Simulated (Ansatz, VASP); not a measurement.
# SnSe in VASP and in Ansatz

```
Sn Se
1.0
     3.77091    0.00000    0.00000
     0.00000    4.60889    0.00000
     0.00000    0.00000   10.97962
Sn Se
2 2
Direct
  0.50000 0.00000 0.37816
  0.00000 0.50000 0.62184
  0.50000 0.00000 0.62178
  0.00000 0.50000 0.37822
```

Change from the starting cell: strain -0.1000 x Voigt [1, -1, 0, 0, 0, 0], atoms carried along.

Alike in both runs: task single point; functional LDA; k mesh 6 × 6 × 4; occupations gaussian, width 0.05 eV; no spin polarisation.

|  | VASP | Ansatz |
| --- | --- | --- |
| version | VASP 6.6.1 | Ansatz 0.2.0 |
| potentials or method | VASP PAW LDA potentials, release 64 (Sn_d, Se), cutoff 500 eV | scalar-relativistic, plane waves, PAW |
| valence electrons in the cell | 40 | 60 |

VASP gave:

```
gap on the k mesh at the Fermi level (eV) : 0.14
least direct gap on the mesh (eV)         : 1.41
rms of the force components (eV/Å)        : 0.049
```

Question: What did Ansatz give for the same quantities?

Answer: gap on the k mesh at the Fermi level (eV): 0.14; least direct gap on the mesh (eV): 1.42; rms of the force components (eV/Å): 0.062.

LDA's correlation is that of Perdew and Zunger in VASP and of Perdew and Wang (1992) in Ansatz. Atom by atom the forces differ by 0.013 eV/Å (rms over components). VASP's potentials hold 40 valence electrons a cell and Ansatz's 60, so a difference there can come from the potentials and not from the codes.
